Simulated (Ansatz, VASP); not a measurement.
# CuAu in VASP and in Ansatz

```xyz
2
Lattice="2.7812 0.0000 0.0000 0.0000 2.7812 0.0000 0.0000 0.0000 3.6454" Properties=species:S:1:pos:R:3 pbc="T T T"
Cu    1.3906    1.3906    1.8227
Au    0.0000    0.0000    0.0000
```

Change from the starting cell: volume scaled by 0.98.

Alike in both runs: task single point; functional PBEsol; k mesh 13 × 13 × 10; occupations fermi-dirac, width 0.05 eV; no spin polarisation.

|  | VASP | Ansatz |
| --- | --- | --- |
| version | VASP 6.6.1 | Ansatz 0.2.0 |
| potentials or method | VASP PAW PBE potentials, release 64 (Cu, Au), cutoff 520 eV | all-electron LAPW, scalar-relativistic |

```csv
,VASP,Ansatz,Ansatz less VASP
pressure (GPa),1.4,1.4,0.00
"traceless stress, the component that is largest in VASP (GPa)",0.23,0.14,-0.091
```

VASP's potentials were made for PBE, not for PBEsol. Ansatz ran all-electron here, and VASP with PAW potentials.

Spin-orbit coupling is off throughout.
